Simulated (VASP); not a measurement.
# LiF: single point with r2SCAN

The system is LiF.

```
Li F
1.0
     3.17344    0.00000    0.00000
    -1.58672    2.74828    0.00000
     0.00000    0.00000    4.50576
Li F
2 2
Cartesian
  0.0000 1.8322 -0.0984
  1.5867 0.9161 2.1544
  0.0000 1.8322 1.7881
  1.5867 0.9161 4.0410
```

This cell differs from its parent crystal: epitaxial xy strain +3.0%.

* Program: VASP 6.6.1
* Task: single point
* Functional: r2SCAN
* Potentials or basis: VASP PAW PBE potentials, release 64 (Li_sv, F)
* Cutoff: 520 eV
* k mesh: 12 × 12 × 6
* Occupations: gaussian, width 0.01 eV
* Spin: no spin polarisation
* Dipole correction: no
* Further INCAR settings: ALGO = Normal; EDIFF = 1e-06; NBANDS = 18

```yaml
Largest_force: 0.016 eV/Å
Band_gap_on_the_k_mesh: 8.47 eV
```

Forces in eV/Å, atoms in the order of the input:
```
Li   0.000  0.000 -0.016
Li   0.000  0.000 -0.016
F    0.000  0.000  0.016
F    0.000  0.000  0.016
```

Levels at points of the mesh, in eV from the valence-band top:
```csv
k point,band 7,band 8,band 9,band 10,band 11,band 12,band 13,band 14
"(0.00, 0.00, 0.00)",-0.89,-0.44,-0.44,0.00,8.47,13.61,16.78,18.89
"(0.50, 0.00, 0.00)",-1.33,-1.25,-0.66,-0.58,11.57,13.56,15.67,16.42
"(0.00, 0.00, 0.50)",-0.66,-0.66,-0.66,-0.66,10.44,10.44,19.19,19.19
"(0.50, 0.00, 0.50)",-1.01,-1.01,-0.58,-0.58,11.80,11.80,15.92,15.92
```

Wall time 75 s on 1 thread of Intel(R) Xeon(R) 6975P-C (Granite Rapids) (shared host), peak memory 0.17 GiB.

Caveat: the cell differs from its parent crystal (epitaxial xy strain +3.0%); the structure was generated, so it needn't be the stable form of LiF; the PAW data sets were made with another functional, which shifts forces and pressure a little. A k mesh can miss the band edges.
